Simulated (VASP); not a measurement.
Set up this calculation in VASP 6.6.1, as the native input.

* Task: single point
* Functional: PBE
* Potentials or basis: VASP PAW PBE potentials, release 64 (Be, H)
* Cutoff: 520 eV
* k mesh: 4 × 4 × 3
* Occupations: gaussian, width 0.1 eV
* Spin: no spin polarisation
* Dipole correction: no
* Further INCAR settings: LREAL = Auto; ALGO = Normal; EDIFF = 1e-06; NBANDS = 30

The structure of Be16H (a cell with a defect) lies in POSCAR:

```
Be16H
1.0
   -2.2900000000     -3.9663960000      0.0000000000
    3.4350000000     -1.9831980000      0.0000000000
    0.0000000000      0.0000000000      7.1768600000
Be H
16 1
Direct
    0.7501210544      0.5093555210     -0.0066405085
    0.4824250252      0.3422312395      0.2499814682
    0.7501057283      0.5093549105      0.5065811511
    0.5004888747      0.3341017535      0.7499789602
    0.4974185041     -0.0030540395     -0.0055600917
    0.2500280621      0.8294833369      0.2499680919
    0.4974077219     -0.0030460894      0.5055152253
    0.2501368339      0.8273456622      0.7499707393
    0.2500985927      0.4949888726     -0.0012615545
    0.0177366376      0.3414008443      0.2499729687
    0.2500857055      0.4949808633      0.5011991317
   -0.0002774271      0.3340843354      0.7499704606
    0.0028729748     -0.0031178712     -0.0055780662
    0.7503894182      0.8195245321      0.2499743620
    0.0028970147     -0.0031155273      0.5055287410
    0.7500920681      0.8361594865      0.7499818862
    0.7495903580      0.1738509228      0.2500436124
```

The input as run:

INCAR

```
ALGO     = Normal         # electronic algorithm
EDIFF    = 1E-6           # SCF threshold, eV
ENCUT    = 520            # plane-wave cutoff, eV
GGA      = PE             # functional
ISIF     = 2              # what is computed and relaxed
ISMEAR   = 0              # smearing method
LASPH    = T              # aspherical terms in the spheres
LCHARG   = F              # write CHGCAR
LREAL    = Auto         
LWAVE    = F              # write WAVECAR
NBANDS   = 30             # bands
NELM     = 80             # most SCF steps
PREC     = Accurate       # precision mode
SIGMA    = 0.1            # smearing width, eV
```

KPOINTS

```
k-points
0
Gamma
  4 4 3
```

Potentials or basis: VASP PAW PBE potentials, release 64 (Be, H).

Run with:

```bash
$ cat potpaw_PBE.64/Be/POTCAR potpaw_PBE.64/H/POTCAR > POTCAR
$ mpirun -np 1 vasp_std > vasp.out
```

Results of the run:

| Item | Value |
| --- | --- |
| Pressure | 1.7 GPa |
| Largest force | 0.065 eV/Å |
| Band gap on the k mesh | zero (an odd number of electrons rules out a gap without spin polarisation) |

Caveat: the k points lie up to 0.40 Å⁻¹ apart, too coarse for converged energies and pressures of a metal.

Run time: 5.3 min on 1 thread of Intel Xeon 8259CL (shared host), peak memory 0.26 GiB.
